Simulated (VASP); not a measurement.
# TePb (R3m) in VASP: single point with PBEsol

Aim: the single point of TePb with PBEsol.

Everything below comes from runs of VASP 6.6.1. Logs are shortened: lines on timing, memory, paths and dates and some standing lists are left out, and cuts for length are marked.

**1. The cell of the first run**

It takes space group R3m (No. 160, trigonal). The conventional cell has a = 5.580 Å, b = 5.580 Å, c = 6.418 Å, α = 90.00°, β = 90.00°, γ = 120.00°. Te (site symmetry 3m) has 8 Pb at 3.02 to 3.46 Å and 6 Te at 3.87 Å within 4.0 Å. Pb (site symmetry 3m) has 8 Te at 3.02 to 3.46 Å and 6 Pb at 3.87 Å within 4.0 Å.

**2. Single point, PBEsol (strained and its atoms moved)**

INCAR reads:

```
SYSTEM = TePb
PREC = Accurate
ENCUT = 520
EDIFF = 1E-7
ISMEAR = 0
SIGMA = 0.1
LREAL = .FALSE.
LASPH = .TRUE.
NELM = 80
ALGO = Normal
ISIF = 2
LWAVE = .FALSE.
LCHARG = .FALSE.
GGA = PS
NBANDS = 17
```

KPOINTS reads:

```
regular mesh
0
G
  9 9 9
  0 0 0
```

POSCAR reads:

```
TePb
1.0
    3.8657289676      0.0800457400     -0.0800457400
    0.0800457400      3.8657289676      0.0800457400
   -0.0800457400      0.0800457400      3.8657289676
Te Pb
1 1
Direct
    0.4855744911      0.5144255089      0.4855744911
    0.0144255089     -0.0144255089      0.0144255089
```

Potentials or basis: VASP PAW PBE potentials, release 64 (Te, Pb_d).

Launch:

```console
$ cat potpaw_PBE.64/Te/POTCAR potpaw_PBE.64/Pb_d/POTCAR > POTCAR
$ mpirun -np 1 vasp_std > vasp.out
```

OUTCAR:

```text
SYSTEM = TePb
   PREC = Accurate
   ENCUT = 520
   EDIFF = 1E-7
   ISMEAR = 0
   LREAL = .FALSE.
   LASPH = .TRUE.
   NELM = 80
   ISIF = 2
   GGA = PS

 ion  position               nearest neighbor table
   1  0.486  0.514  0.486-   2 3.02   2 3.34   2 3.34   2 3.34   2 3.39   2 3.46   2 3.46   2 3.46

   2  0.014  0.986  0.014-   1 3.02   1 3.34   1 3.34   1 3.34   1 3.39   1 3.46   1 3.46   1 3.46

  LATTYP: Found a trigonal (rhomboedric) cell.
 ALAT       =     3.8673860800
 COS(alpha) =    -0.0409491379

  Lattice vectors:

 A1 = (  -0.0800457400,  -3.8657289676,  -0.0800457400)
 A2 = (   3.8657289676,   0.0800457400,  -0.0800457400)
 A3 = (  -0.0800457400,   0.0800457400,   3.8657289676)

Analysis of symmetry for initial positions (statically):
=====================================================================
 Subroutine PRICEL returns:
 Original cell was already a primitive cell.

 Routine SETGRP: Setting up the symmetry group for a
 trigonal (rhombohedral) supercell.

 Subroutine GETGRP returns: Found  6 space group operations
 (whereof  6 operations were pure point group operations)
 out of a pool of 12 trial point group operations.

The static configuration has the point symmetry C_3v.

Analysis of symmetry for dynamics (positions and initial velocities):
=====================================================================
 Subroutine PRICEL returns:
 Original cell was already a primitive cell.

 Routine SETGRP: Setting up the symmetry group for a
 trigonal (rhombohedral) supercell.

 Subroutine GETGRP returns: Found  6 space group operations
 (whereof  6 operations were pure point group operations)
 out of a pool of 12 trial point group operations.

The dynamic configuration has the point symmetry C_3v.

 Subroutine INISYM returns: Found  6 space group operations
 (whereof  6 operations are pure point group operations),
 and found     1 'primitive' translations

----------------------------------------------------------------------------------------

                                     Primitive cell

  volume of cell :      57.6936

  direct lattice vectors                    reciprocal lattice vectors
     3.865728968  0.080045740 -0.080045740     0.258910137 -0.005474482  0.005474482
     0.080045740  3.865728968  0.080045740    -0.005474482  0.258910137 -0.005474482
    -0.080045740  0.080045740  3.865728968     0.005474482 -0.005474482  0.258910137

  length of vectors
     3.867386080  3.867386080  3.867386080     0.259025866  0.259025866  0.259025866

  position of ions in fractional coordinates (direct lattice)
     0.485574491  0.514425509  0.485574491
     0.014425509  0.985574491  0.014425509

  ion indices of the primitive-cell ions
   primitive index   ion index
                 1           1
                 2           2

----------------------------------------------------------------------------------------

 KPOINTS: regular mesh

Automatic generation of k-mesh.
 Grid dimensions read from file:
 generate k-points for:    9    9    9

 Generating k-lattice:

  Cartesian coordinates                     Fractional coordinates (reciprocal lattice)
     0.028767793 -0.000608276  0.000608276     0.111111111  0.000000000  0.000000000
    -0.000608276  0.028767793 -0.000608276     0.000000000  0.111111111  0.000000000
     0.000608276 -0.000608276  0.028767793     0.000000000  0.000000000  0.111111111

  Length of vectors
     0.028780652  0.028780652  0.028780652

  Shift w.r.t. Gamma in fractional coordinates (k-lattice)
     0.000000000  0.000000000  0.000000000

 Subroutine IBZKPT returns following result:
 ===========================================

 Found     85 irreducible k-points:

 Following reciprocal coordinates:
            Coordinates               Weight
  0.000000  0.000000  0.000000      1.000000
  0.111111  0.000000 -0.000000      6.000000
  0.222222  0.000000 -0.000000      6.000000
  0.333333  0.000000  0.000000      6.000000
  0.444444  0.000000 -0.000000      6.000000
  0.111111  0.111111  0.000000      6.000000
[... 16 lines left out ...]
 -0.333333  0.333333  0.000000      6.000000
  0.444444  0.444444  0.000000      6.000000
 [... further k-points ...]
   k-points           NKPTS =     85   k-points in BZ     NKDIM =     85   number of bands    NBANDS=     17
   number of dos      NEDOS =    301   number of ions     NIONS =      2
   total plane-waves  NPLWV =  27000
   dimension x,y,z NGX =    30 NGY =   30 NGZ =   30
   dimension x,y,z NGXF=    60 NGYF=   60 NGZF=   60
   ions per type =               1   1
   NGX,Y,Z   is equivalent  to a cutoff of  12.90, 12.90, 12.90 a.u.
   NGXF,Y,Z  is equivalent  to a cutoff of  25.79, 25.79, 25.79 a.u.
 SYSTEM =  TePb
   PREC   = accura    normal or accurate (medium, high low for compatibility)
   ISTART =      0    job   : 0-new  1-cont  2-samecut
   ICHARG =      2    charge: 1-file 2-atom 10-const
   ISPIN  =      1    spin polarized calculation?
   LNONCOLLINEAR =      F non collinear calculations
   LSORBIT =      F    spin-orbit coupling
   LASPH  =      T    aspherical Exc in radial PAW
   ENCUT  =  520.0 eV  38.22 Ry    6.18 a.u.   7.19  7.19  7.19*2*pi/ulx,y,z
   NELM   =     80;   NELMIN=  2; NELMDL= -5     # of ELM steps
   EDIFF  = 0.1E-06   stopping-criterion for ELM
   LREAL  =      F    real-space projection
   EDIFFG = 0.1E-05   stopping-criterion for IOM
   NSW    =      0    number of steps for IOM
   IBRION =     -1    ionic relax: 0-MD 1-quasi-New 2-CG
   NFREE  =      0    steps in history (QN), initial steepest desc. (CG)
   ISIF   =      2    stress and relaxation
   ISYM   =      2    0-nonsym 1-usesym 2-fastsym
   POTIM  = 0.5000    time-step for ionic-motion
   TEBEG  =    0.0;   TEEND  =   0.0 temperature during run
   PSTRESS=    0.0 pullay stress
   NELECT =      20.0000    total number of electrons
   NUPDOWN=      -1.0000    fix difference up-down
   EMIN   =  10.00;   EMAX   =-10.00  energy-range for DOS
   EFERMI =   0.00;   METHOD = LEGACY
   ISMEAR =     0;   SIGMA  =   0.10  broadening in eV -4-tet -1-fermi 0-gaus
   EFERMI_NEDOS =   21; number of points for ismear=-14 and -15
   IALGO  =     38    algorithm
   IMIX   =      4    mixing-type and parameters
     AMIX     =   0.40;   BMIX     =  1.00
     AMIX_MAG =   1.60;   BMIX_MAG =  1.00
  volume/ion in A,a.u.               =      28.85       194.67
  Fermi-wavevector in a.u.,A,eV,Ry     =   1.150030  2.173241 17.994629  1.322568
  Thomas-Fermi vector in A             =   2.286696
   LORBIT       =      0    0 simple, 1 ext, 2 COOP (PROOUT), +10 PAW based schemes
   GGA     = PS    functional components
   LHFCALC =     F    Hartree Fock is set to
   AEXX    =    0.0000 exact exchange contribution
   IVDW    =     0    specifies the selected vdW correction
   LEPSILON=     F    determine dielectric tensor
   LRPA    =     F    only Hartree local field effects (RPA)
 non-spin polarized calculation
 Gauss-broadening in eV      SIGMA  =   0.10
  energy-cutoff  :      520.00
  volume of cell :       57.69
 maximum number of plane-waves:      1574
 NGX is ok and might be reduce to    30
   NGX = 15   NGY = 15   NGZ = 15

 number of electron      19.9999997 magnetization

 Free energy of the ion-electron system (eV)
  ---------------------------------------------------
  ext. energy  EPLUGINS =         0.00000000
  ---------------------------------------------------
  free energy    TOTEN  =        -7.82621439 eV

  energy without entropy =       -7.82120897  energy(sigma->0) =       -7.82371168

 E-fermi :   7.4207     XC(G=0): -10.3094

 val. band max:        7.4008365702   @ k =   0.1111  -0.3333   0.1111
 cond. band min:       7.4823991932   @ k =  -0.4444   0.4444   0.3333
 fundamental gap:      0.0815626230
 Fermi energy:         7.4207076632

 k-point     1 :       0.0000    0.0000    0.0000
  band No.  band energies     occupation
      1      -9.5504      2.00000
      2      -9.5504      2.00000
      3      -9.4448      2.00000
      4      -9.4339      2.00000
      5      -9.4339      2.00000
      6      -5.4887      2.00000
[... 9 lines left out ...]
     16      17.9298      0.00000
     17      18.7888      0.00000

 k-point     2 :       0.1111    0.0000   -0.0000
  band No.  band energies     occupation
      1      -9.5498      2.00000
      2      -9.5387      2.00000
      3      -9.4487      2.00000
      4      -9.4382      2.00000
      5      -9.4348      2.00000
      6      -5.3760      2.00000
[... 9 lines left out ...]
     16      17.6980      0.00000
     17      18.3041      0.00000

 k-point     3 :       0.2222    0.0000   -0.0000
  band No.  band energies     occupation
      1      -9.5483      2.00000
      2      -9.5093      2.00000
      3      -9.4603      2.00000
      4      -9.4490      2.00000
      5      -9.4350      2.00000
      6      -5.0458      2.00000
[... 9 lines left out ...]
     16      16.6229      0.00000
     17      17.7491      0.00000

 k-point     4 :       0.3333    0.0000    0.0000
  band No.  band energies     occupation
      1      -9.5467      2.00000
      2      -9.4774      2.00000
      3      -9.4732      2.00000
      4      -9.4610      2.00000
      5      -9.4342      2.00000
      6      -4.5360      2.00000
[... 9 lines left out ...]
     16      16.2821      0.00000
     17      18.1119      0.00000
[... 343 lines left out ...]
      1      -9.5396      2.00000
      2      -9.5043      2.00000
      3      -9.4675      2.00000
      4      -9.4592      2.00000
      5      -9.4086      2.00000
      6      -3.2400      2.00000
[... 9 lines left out ...]
     16      15.6719      0.00000
     17      17.2033      0.00000

 k-point    23 :      -0.3333    0.3333    0.0000
  band No.  band energies     occupation
      1      -9.5249      2.00000
      2      -9.5071      2.00000
      3      -9.4627      2.00000
      4      -9.4592      2.00000
      5      -9.4280      2.00000
      6      -3.6061      2.00000
[... 9 lines left out ...]
     16      16.0377      0.00000
     17      17.5112      0.00000

 k-point    24 :       0.4444    0.4444    0.0000
  band No.  band energies     occupation
      1      -9.5572      2.00000
      2      -9.4987      2.00000
      3      -9.4661      2.00000
      4      -9.4650      2.00000
      5      -9.3900      2.00000
      6      -3.0193      2.00000
[... 9 lines left out ...]
     16      15.4558      0.00000
     17      16.0522      0.00000

 [... further k-points ...]

------------------------ aborting loop because EDIFF is reached ----------------------------------------

  FORCE on cell =-STRESS in cart. coord.  units (eV):
  Direction    XX          YY          ZZ          XY          YZ          ZX
  --------------------------------------------------------------------------------------
  -------------------------------------------------------------------------------------
  Total        1.0145372      1.0145372      1.0145372     -0.5586384     -0.5586384      0.5586384
  in kB       28.1741659     28.1741659     28.1741659    -15.5136462    -15.5136462     15.5136462
  external PRESSURE =      28.1741659 kB  Pullay stress =       0.0000000 kB

 VOLUME and BASIS-vectors are now :
 -----------------------------------------------------------------------------
  energy-cutoff  :      520.00
  volume of cell :       57.69
      direct lattice vectors                 reciprocal lattice vectors
     3.865728968  0.080045740 -0.080045740     0.258910137 -0.005474482  0.005474482
     0.080045740  3.865728968  0.080045740    -0.005474482  0.258910137 -0.005474482
    -0.080045740  0.080045740  3.865728968     0.005474482 -0.005474482  0.258910137

 POSITION                                       TOTAL-FORCE (eV/Angst)
 -----------------------------------------------------------------------------------
      1.87941      2.06637      1.87941         0.180773     -0.180773      0.180773
      0.13350      3.81227      0.13350        -0.180773      0.180773     -0.180773
 -----------------------------------------------------------------------------------
    total drift:                               -0.000034      0.000033     -0.000034

  FREE ENERGIE OF THE ION-ELECTRON SYSTEM (eV)
  ---------------------------------------------------
  free  energy   TOTEN  =        -7.8262143930 eV

  energy  without entropy=       -7.8212089661  energy(sigma->0) =       -7.82371168
```

It took 71 s on 1 thread of Intel Xeon 6975P-C, shared host; peak memory 0.23 GiB.

What came out:

* Free energy: -7.8262 eV
* Pressure: 2.8 GPa
* Largest force: 0.313 eV/Å

Forces in eV/Å, atoms in the order of the input:
```
Te   0.181 -0.181  0.181
Pb  -0.181  0.181 -0.181
```

Caveat: the cell differs from its parent crystal (strained and its atoms moved); this odd mesh misses L, where the gap lies, so gap, dielectric constants and Born charges aren't listed; the PAW data sets were made with another functional, which shifts forces and pressure a little; spin-orbit coupling is left out, which moves the levels of the heavy elements.
